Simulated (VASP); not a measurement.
# SnO (F-43m) in VASP: a series of runs

Runs on SnO. Level: PBE. Tasks: single point.

Program: VASP 6.6.1. These are calculated values, not measurements. Logs are shortened: lines on timing, memory, paths and dates and some standing lists are left out, and cuts for length are marked.

### 1 The cell of the first run

Symmetry: F-43m, No. 216, cubic system. The conventional cell has a = 5.365 Å, b = 5.365 Å, c = 5.365 Å, α = 90.00°, β = 90.00°, γ = 90.00°. Within 3.1 Å of Sn (site symmetry -43m) lie 4 O at 2.32 Å. O (site symmetry -43m) has 4 Sn at 2.32 Å within 3.1 Å.

### 2 Single point, PBE (volume changed by -6%)

Contents of INCAR:

```
PREC = Accurate
ENCUT = 520
EDIFF = 1E-6
ISMEAR = -1
SIGMA = 0.02
LREAL = F
LASPH = T
NELM = 80
ALGO = Normal
ISIF = 2
LWAVE = F
LCHARG = T
GGA = PE
LELF = T
LVHAR = T
NBANDS = 17
```

Contents of KPOINTS:

```
Automatic mesh
0
Gamma
  6 6 6
```

Contents of POSCAR:

```
SnO
1.0
    0.0000000000      2.6826938220      2.6826938220
    2.6826938220      0.0000000000      2.6826938220
    2.6826938220      2.6826938220      0.0000000000
Sn O
1 1
Direct
    0.0000000000      0.0000000000      0.0000000000
    0.2500000000      0.2500000000      0.2500000000
```

Potentials or basis: VASP PAW PBE potentials, release 64 (Sn_d, O).

Run with:

```
cat potpaw_PBE.64/Sn_d/POTCAR potpaw_PBE.64/O/POTCAR > POTCAR
mpirun -np 1 vasp_std > vasp.out
```

OUTCAR:

```text
PREC = Accurate
   ENCUT = 520
   EDIFF = 1E-6
   ISMEAR = -1
   LREAL = F
   LASPH = T
   NELM = 80
   ISIF = 2
   GGA = PE

 ion  position               nearest neighbor table
   1  0.000  0.000  0.000-   2 2.32   2 2.32   2 2.32   2 2.32
   2  0.250  0.250  0.250-   1 2.32   1 2.32   1 2.32   1 2.32

  LATTYP: Found a face centered cubic cell.
 ALAT       =     5.3653876440

  Lattice vectors:

 A1 = (   0.0000000000,   2.6826938220,   2.6826938220)
 A2 = (   2.6826938220,   0.0000000000,   2.6826938220)
 A3 = (   2.6826938220,   2.6826938220,   0.0000000000)

Analysis of symmetry for initial positions (statically):
=====================================================================
 Subroutine PRICEL returns:
 Original cell was already a primitive cell.

 Routine SETGRP: Setting up the symmetry group for a
 face centered cubic supercell.

 Subroutine GETGRP returns: Found 24 space group operations
 (whereof 24 operations were pure point group operations)
 out of a pool of 48 trial point group operations.

The static configuration has the point symmetry T_d .

Analysis of symmetry for dynamics (positions and initial velocities):
=====================================================================
 Subroutine PRICEL returns:
 Original cell was already a primitive cell.

 Routine SETGRP: Setting up the symmetry group for a
 face centered cubic supercell.

 Subroutine GETGRP returns: Found 24 space group operations
 (whereof 24 operations were pure point group operations)
 out of a pool of 48 trial point group operations.

The dynamic configuration has the point symmetry T_d .

 Subroutine INISYM returns: Found 24 space group operations
 (whereof 24 operations are pure point group operations),
 and found     1 'primitive' translations

----------------------------------------------------------------------------------------

                                     Primitive cell

  volume of cell :      38.6139

  direct lattice vectors                    reciprocal lattice vectors
     0.000000000  2.682693822  2.682693822    -0.186379823  0.186379823  0.186379823
     2.682693822  0.000000000  2.682693822     0.186379823 -0.186379823  0.186379823
[... 69 lines left out ...]
   ICHARG =      2    charge: 1-file 2-atom 10-const
   ISPIN  =      1    spin polarized calculation?
   LNONCOLLINEAR =      F non collinear calculations
   LSORBIT =      F    spin-orbit coupling
   LASPH  =      T    aspherical Exc in radial PAW
   ENCUT  =  520.0 eV  38.22 Ry    6.18 a.u.   7.05  7.05  7.05*2*pi/ulx,y,z
   NELM   =     80;   NELMIN=  2; NELMDL= -5     # of ELM steps
   EDIFF  = 0.1E-05   stopping-criterion for ELM
   LREAL  =      F    real-space projection
   EDIFFG = 0.1E-04   stopping-criterion for IOM
   NSW    =      0    number of steps for IOM
   IBRION =     -1    ionic relax: 0-MD 1-quasi-New 2-CG
   NFREE  =      0    steps in history (QN), initial steepest desc. (CG)
   ISIF   =      2    stress and relaxation
   ISYM   =      2    0-nonsym 1-usesym 2-fastsym
   POTIM  = 0.5000    time-step for ionic-motion
   TEBEG  =    0.0;   TEEND  =   0.0 temperature during run
   PSTRESS=    0.0 pullay stress
   NELECT =      20.0000    total number of electrons
   NUPDOWN=      -1.0000    fix difference up-down
   EMIN   =  10.00;   EMAX   =-10.00  energy-range for DOS
   EFERMI =   0.00;   METHOD = LEGACY
   ISMEAR =    -1;   SIGMA  =   0.02  broadening in eV -4-tet -1-fermi 0-gaus
   EFERMI_NEDOS =   21; number of points for ismear=-14 and -15
   IALGO  =     38    algorithm
   IMIX   =      4    mixing-type and parameters
     AMIX     =   0.40;   BMIX     =  1.00
     AMIX_MAG =   1.60;   BMIX_MAG =  1.00
  volume/ion in A,a.u.               =      19.31       130.29
  Fermi-wavevector in a.u.,A,eV,Ry     =   1.314731  2.484482 23.517926  1.728519
  Thomas-Fermi vector in A             =   2.444964
   LORBIT       =      0    0 simple, 1 ext, 2 COOP (PROOUT), +10 PAW based schemes
   GGA     = PE    functional components
   LHFCALC =     F    Hartree Fock is set to
   AEXX    =    0.0000 exact exchange contribution
   IVDW    =     0    specifies the selected vdW correction
   LEPSILON=     F    determine dielectric tensor
   LRPA    =     F    only Hartree local field effects (RPA)
 non-spin polarized calculation
  energy-cutoff  :      520.00
  volume of cell :       38.61
 maximum number of plane-waves:      1056
   NGX = 15   NGY = 15   NGZ = 15

 number of electron      19.9999993 magnetization

 Free energy of the ion-electron system (eV)
  ---------------------------------------------------
  ext. energy  EPLUGINS =         0.00000000
  ---------------------------------------------------
  free energy    TOTEN  =       -10.42409143 eV

  energy without entropy =      -10.42284082  energy(sigma->0) =      -10.42346612

 E-fermi :   6.5523     XC(G=0):  -9.7979

 val. band max:        6.5303353494   @ k =  -0.3333   0.5000   0.1667
 cond. band min:       6.9678203988   @ k =  -0.3333   0.5000   0.1667
 fundamental gap:      0.4374850495
 Fermi energy:         6.5523132031

 k-point     1 :       0.0000    0.0000    0.0000
  band No.  band energies     occupation
      1     -15.3266      2.00000
      2     -15.3266      2.00000
      3     -15.3266      2.00000
      4     -15.2734      2.00000
      5     -15.2734      2.00000
      6     -12.7233      2.00000
[... 297 lines left out ...]
      4     -15.2584      2.00000
      5     -15.2515      2.00000
      6     -11.8323      2.00000
[... 9 lines left out ...]
     16      19.2612      0.00000
     17      21.2967      0.00000

------------------------ aborting loop because EDIFF is reached ----------------------------------------

  FORCE on cell =-STRESS in cart. coord.  units (eV):
  Direction    XX          YY          ZZ          XY          YZ          ZX
  --------------------------------------------------------------------------------------
  -------------------------------------------------------------------------------------
  Total        1.1174731      1.1174731      1.1174731      0.0000000      0.0000000      0.0000000
  in kB       46.3665012     46.3665012     46.3665012      0.0000000      0.0000000      0.0000000
  external PRESSURE =      46.3665012 kB  Pullay stress =       0.0000000 kB

 VOLUME and BASIS-vectors are now :
 -----------------------------------------------------------------------------
  energy-cutoff  :      520.00
  volume of cell :       38.61
      direct lattice vectors                 reciprocal lattice vectors
     0.000000000  2.682693822  2.682693822    -0.186379823  0.186379823  0.186379823
     2.682693822  0.000000000  2.682693822     0.186379823 -0.186379823  0.186379823
     2.682693822  2.682693822  0.000000000     0.186379823  0.186379823 -0.186379823

 POSITION                                       TOTAL-FORCE (eV/Angst)
 -----------------------------------------------------------------------------------
      0.00000      0.00000      0.00000        -0.000000     -0.000000     -0.000000
      1.34135      1.34135      1.34135         0.000000      0.000000      0.000000
 -----------------------------------------------------------------------------------
    total drift:                               -0.000000     -0.000000     -0.000000

  FREE ENERGIE OF THE ION-ELECTRON SYSTEM (eV)
  ---------------------------------------------------
  free  energy   TOTEN  =       -10.4240914301 eV

  energy  without entropy=      -10.4228408188  energy(sigma->0) =      -10.42346612
```

stdout:

```text
POSCAR found type information on POSCAR SnO
 POSCAR found :  2 types and       2 ions
 scaLAPACK will be used
 LDA part: xc-table for (Slater+PW92), standard interpolation
 POSCAR, INCAR and KPOINTS ok, starting setup
 FFT: planning ... GRIDC
 FFT: planning ... GRID_SOFT
 FFT: planning ... GRID
 WAVECAR not read
 entering main loop
```

It took 11 s on 1 thread of Intel Xeon Platinum 8488C (Sapphire Rapids), shared host; peak memory 0.16 GiB.

What came out:

```yaml
Free_energy: -10.4241 eV
Pressure: 4.6 GPa
Band_gap_on_the_k_mesh: zero (band 10 reaches 6.53 eV, above the bottom of band 11 at 6.38 eV)
```

Levels at points of the mesh, in eV from the Fermi level:
```
           k point  band 6  band 7  band 8  band 9  band 10  band 11  band 12  band 13  band 14  band 15
(0.00, 0.00, 0.00)  -19.28   -6.41   -3.90   -3.90    -3.90     4.48     4.48     4.48     9.18    11.45
(0.50, 0.00, 0.00)  -18.59   -8.27   -4.34   -4.34    -2.48     1.56     4.60     4.60     8.51    11.07
(0.50, 0.50, 0.00)  -18.40   -8.06   -5.12   -5.12    -0.81    -0.17     5.26     5.26     5.29    10.34
```

Caveat: the cell differs from its parent crystal (volume changed by -6%); spin-orbit coupling is left out, which moves the levels of the heavy elements.

### 3 Single point, PBE (volume changed by -3%)

Contents of INCAR:

```
ALGO = Normal
EDIFF = 1E-6
ENCUT = 520
GGA = PE
ISIF = 2
ISMEAR = -1
LASPH = True
LCHARG = False
LREAL = False
LWAVE = False
NBANDS = 17
NELM = 100
PREC = Accurate
SIGMA = 0.02
```

Contents of KPOINTS:

```
k-points
0
Gamma
  6 6 6
```

Contents of POSCAR:

```
SnO
1.0
    0.0000000000      2.7109347797      2.7109347797
    2.7109347797      0.0000000000      2.7109347797
    2.7109347797      2.7109347797      0.0000000000
Sn O
1 1
Direct
    0.0000000000      0.0000000000      0.0000000000
    0.2500000000      0.2500000000      0.2500000000
```

Potentials or basis: VASP PAW PBE potentials, release 64 (Sn_d, O).

Run with:

```
cat potpaw_PBE.64/Sn_d/POTCAR potpaw_PBE.64/O/POTCAR > POTCAR
mpirun -np 1 vasp_std > vasp.out
```

OUTCAR:

```text
EDIFF = 1E-6
   ENCUT = 520
   GGA = PE
   ISIF = 2
   ISMEAR = -1
   LASPH = True
   LREAL = False
   NELM = 100
   PREC = Accurate

 ion  position               nearest neighbor table
   1  0.000  0.000  0.000-   2 2.35   2 2.35   2 2.35   2 2.35
   2  0.250  0.250  0.250-   1 2.35   1 2.35   1 2.35   1 2.35

  LATTYP: Found a face centered cubic cell.
 ALAT       =     5.4218695594

  Lattice vectors:

 A1 = (   0.0000000000,   2.7109347797,   2.7109347797)
 A2 = (   2.7109347797,   0.0000000000,   2.7109347797)
 A3 = (   2.7109347797,   2.7109347797,   0.0000000000)

Analysis of symmetry for initial positions (statically):
=====================================================================
 Subroutine PRICEL returns:
 Original cell was already a primitive cell.

 Routine SETGRP: Setting up the symmetry group for a
 face centered cubic supercell.

 Subroutine GETGRP returns: Found 24 space group operations
 (whereof 24 operations were pure point group operations)
 out of a pool of 48 trial point group operations.

[... 149 lines left out ...]
  free energy    TOTEN  =       -10.45122200 eV

  energy without entropy =      -10.44997138  energy(sigma->0) =      -10.45059669

 E-fermi :   6.1146     XC(G=0):  -9.6386

 val. band max:        6.0926508973   @ k =  -0.3333   0.5000   0.1667
 cond. band min:       6.6214283984   @ k =   0.5000   0.3333   0.0000
 fundamental gap:      0.5287775011
 Fermi energy:         6.1146288160

 k-point     1 :       0.0000    0.0000    0.0000
  band No.  band energies     occupation
      1     -15.6578      2.00000
      2     -15.6578      2.00000
      3     -15.6578      2.00000
      4     -15.6128      2.00000
      5     -15.6128      2.00000
      6     -12.8382      2.00000
[... 297 lines left out ...]
      4     -15.5992      2.00000
      5     -15.5918      2.00000
      6     -12.0378      2.00000
[... 9 lines left out ...]
     16      18.7460      0.00000
     17      20.7530      0.00000

------------------------ aborting loop because EDIFF is reached ----------------------------------------

  FORCE on cell =-STRESS in cart. coord.  units (eV):
  Direction    XX          YY          ZZ          XY          YZ          ZX
  --------------------------------------------------------------------------------------
  -------------------------------------------------------------------------------------
  Total        0.5537590      0.5537590      0.5537590     -0.0000000      0.0000000     -0.0000000
  in kB       22.2661009     22.2661009     22.2661009     -0.0000000      0.0000000     -0.0000000
  external PRESSURE =      22.2661009 kB  Pullay stress =       0.0000000 kB

 VOLUME and BASIS-vectors are now :
 -----------------------------------------------------------------------------
  energy-cutoff  :      520.00
  volume of cell :       39.85
      direct lattice vectors                 reciprocal lattice vectors
     0.000000000  2.710934780  2.710934780    -0.184438225  0.184438225  0.184438225
     2.710934780  0.000000000  2.710934780     0.184438225 -0.184438225  0.184438225
     2.710934780  2.710934780  0.000000000     0.184438225  0.184438225 -0.184438225

 POSITION                                       TOTAL-FORCE (eV/Angst)
 -----------------------------------------------------------------------------------
      0.00000      0.00000      0.00000         0.000000      0.000000      0.000000
      1.35547      1.35547      1.35547        -0.000000     -0.000000     -0.000000
 -----------------------------------------------------------------------------------
    total drift:                               -0.000000     -0.000000     -0.000000

  FREE ENERGIE OF THE ION-ELECTRON SYSTEM (eV)
  ---------------------------------------------------
  free  energy   TOTEN  =       -10.4512219987 eV

  energy  without entropy=      -10.4499713774  energy(sigma->0) =      -10.45059669
```

stdout:

```text
POSCAR found type information on POSCAR SnO
 POSCAR found :  2 types and       2 ions
 scaLAPACK will be used
 LDA part: xc-table for (Slater+PW92), standard interpolation
 POSCAR, INCAR and KPOINTS ok, starting setup
 FFT: planning ... GRIDC
 FFT: planning ... GRID_SOFT
 FFT: planning ... GRID
 WAVECAR not read
 entering main loop
```

Wall time 14 s (1 thread of Intel Xeon Platinum 8488C (Sapphire Rapids), shared host); peak memory 0.16 GiB.

What came out:

| Property | Result |
| --- | --- |
| Free energy | -10.4512 eV |
| Pressure | 2.2 GPa |
| Band gap on the k mesh | zero (band 10 reaches 6.09 eV, above the bottom of band 11 at 5.95 eV) |

Caveat: the cell differs from its parent crystal (volume changed by -3%); spin-orbit coupling is left out, which moves the levels of the heavy elements.

### 4 Single point, PBE

This run uses another cell than the first one, of 20.54 Å³/atom, 1.064 times its volume.

Contents of INCAR:

```
SYSTEM = SnO
ALGO     = Normal         ! electronic algorithm
EDIFF    = 1E-7           ! SCF threshold, eV
ENCUT    = 520            ! plane-wave cutoff, eV
GGA      = PE             ! functional
ISIF     = 2              ! what is computed and relaxed
ISMEAR   = -1             ! smearing method
LASPH    = .TRUE.         ! aspherical terms in the spheres
LCHARG   = .FALSE.        ! write CHGCAR
LREAL    = .FALSE.        ! projectors in reciprocal space
LWAVE    = .FALSE.        ! write WAVECAR
NBANDS   = 17             ! bands
NELM     = 80             ! most SCF steps
PREC     = Accurate       ! precision mode
SIGMA    = 0.02           ! smearing width, eV
```

Contents of KPOINTS:

```
k-points
0
G
  6 6 6
  0 0 0
```

Contents of POSCAR:

```
SnO
1.0
    0.0000000000      2.7385992902      2.7385992902
    2.7385992902      0.0000000000      2.7385992902
    2.7385992902      2.7385992902      0.0000000000
Sn O
1 1
Direct
    0.0000000000      0.0000000000      0.0000000000
    0.2500000000      0.2500000000      0.2500000000
```

Run with:

```
cat potpaw_PBE.64/Sn_d/POTCAR potpaw_PBE.64/O/POTCAR > POTCAR
mpirun -np 1 vasp_std > vasp.out
```

Wall time 16 s (1 thread of Intel Xeon Platinum 8488C (Sapphire Rapids), shared host); peak memory 0.16 GiB.

Results (log left out):

| Property | Result |
| --- | --- |
| Free energy | -10.4613 eV |
| Pressure | 0.2 GPa |
| Band gap on the k mesh | zero (band 10 reaches 5.68 eV, above the bottom of band 11 at 5.54 eV) |

Levels at points of the mesh, in eV from the Fermi level:
| k point | band 8 | band 9 | band 10 | band 11 | band 12 | band 13 |
| --- | --- | --- | --- | --- | --- | --- |
| (0.00, 0.00, 0.00) | -3.45 | -3.45 | -3.45 | 4.41 | 4.41 | 4.41 |
| (0.50, 0.00, 0.00) | -3.86 | -3.86 | -2.34 | 1.72 | 4.56 | 4.56 |
| (0.50, 0.50, 0.00) | -4.59 | -4.59 | -0.52 | -0.17 | 5.14 | 5.14 |

Caveat: spin-orbit coupling is left out, which moves the levels of the heavy elements.

(Continued in part 2 of 3.)
